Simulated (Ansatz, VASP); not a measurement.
Zr2Ti: VASP beside Ansatz

```xyz
3
Lattice="-1.4970 2.5708 4.2665 1.4970 -2.5708 4.2665 1.4970 2.5708 -4.2665" Properties=species:S:1:pos:R:3 pbc="T T T"
Zr    0.0000    2.5708    1.5840
Zr    1.4970    0.0000    2.6825
Ti    0.0000    0.0000    0.0000
```

Alike in both runs: task relaxation of cell and atoms; functional PBE; k mesh 18 × 18 × 18; occupations gaussian, width 0.1 eV; no spin polarisation.

|  | VASP | Ansatz |
| --- | --- | --- |
| version | VASP 6.6.1 | Ansatz 0.2.0 |
| potentials or method | VASP PAW PBE potentials, release 64 (Zr_sv, Ti_sv), cutoff 500 eV | scalar-relativistic, plane waves, PAW |
| valence electrons in the cell | 36 | 36 |

VASP gave:

```
gap on the k mesh at the Fermi level, each at its own relaxed structure (eV) : none
relaxed volume (Å³/atom)                                                     : 21.82
relaxed cell length with the largest relative difference (Å)                 : 5.209
```

**Question.** Which values does Ansatz return?

**Answer.** gap on the k mesh at the Fermi level, each at its own relaxed structure (eV): none; relaxed volume (Å³/atom): 21.82; relaxed cell length with the largest relative difference (Å): 5.210.

A gap of «none» marks a metal or a gap that the smearing closes.
